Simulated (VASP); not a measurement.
Input of a VASP 6.6.1 run:

INCAR

```
SYSTEM = Sn
PREC = Accurate
ENCUT = 520
EDIFF = 1E-6
ISMEAR = 0
SIGMA = 0.020999999999999998
LREAL = .False.
LASPH = .True.
NELM = 60
ALGO = Normal
ISIF = 2
LWAVE = .False.
LCHARG = .False.
GGA = PE
NBANDS = 21
```

File KPOINTS:

```
Automatic mesh
0
Gamma
  7 7 7
  0 0 0
```

POSCAR

```
Sn
1.0
    0.0000000000      3.2333428000      3.2333428000
    3.2333428000      0.0000000000      3.2333428000
    3.2333428000      3.2333428000      0.0000000000
Sn
2
Direct
    0.7500000000      0.7500000000      0.7500000000
    0.5000000000      0.5000000000      0.5000000000
```

Potentials or basis: VASP PAW PBE potentials, release 64 (Sn_d).

The run is started by

```console
$ cat potpaw_PBE.64/Sn_d/POTCAR > POTCAR
$ mpirun -np 1 vasp_std > vasp.out
```

(1) What does it give for the band gap on the k mesh?

(2) Predict the pressure.

## Answers

(1) zero (band 14 reaches 5.84 eV, above the bottom of band 15 at 5.80 eV).

(2) 3.8 GPa.

Caveat: spin-orbit coupling is left out, which moves the levels of the heavy elements.
